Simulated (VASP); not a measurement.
A run of VASP 6.6.1 is set up as follows.

INCAR

```
PREC = Accurate
ENCUT = 520
EDIFF = 1E-7
ISMEAR = -1
SIGMA = 0.05
LREAL = False
LASPH = True
NELM = 150
ALGO = Normal
ISIF = 2
LWAVE = False
LCHARG = True
ISPIN = 2
MAGMOM = 3 3 0 0 0 0
LORBIT = 11
LMAXMIX = 4
GGA = PS
LELF = True
LVHAR = True
NBANDS = 37
```

File KPOINTS:

```
Automatic mesh
0
Gamma
  6 6 9
```

The input POSCAR:

```
CrO2
1.0
    4.2829495122      0.0000000000      0.0000000000
    0.0000000000      4.2829495122      0.0000000000
    0.0000000000      0.0000000000      2.8415624989
Cr O
2 4
Direct
    0.5000000000      0.5000000000      0.5000000000
    0.0000000000      0.0000000000      0.0000000000
    0.8021751072      0.1978248928      0.5000000000
    0.6978248928      0.6978248928      0.0000000000
    0.1978248928      0.8021751072      0.5000000000
    0.3021751072      0.3021751072      0.0000000000
```

Potentials or basis: VASP PAW PBE potentials, release 64 (Cr_pv, O).

Command:

```console
$ cat potpaw_PBE.64/Cr_pv/POTCAR potpaw_PBE.64/O/POTCAR > POTCAR
$ mpirun -np 1 vasp_std > vasp.out
```

Question: Predict the net moment.

Answer: 4.00 μB per cell.

Question: Predict the largest force.

Answer: 0.019 eV/Å.

Forces in eV/Å, atoms in the order of the input:
```
Cr   0.000  0.000  0.000
Cr   0.000  0.000  0.000
O   -0.013  0.013  0.000
O    0.013  0.013  0.000
O    0.013 -0.013  0.000
O   -0.013 -0.013  0.000
```

Caveat: the PAW data sets were made with another functional, which shifts forces and pressure a little; the run started ferromagnetic, and an antiferromagnetic order may lie lower in energy.
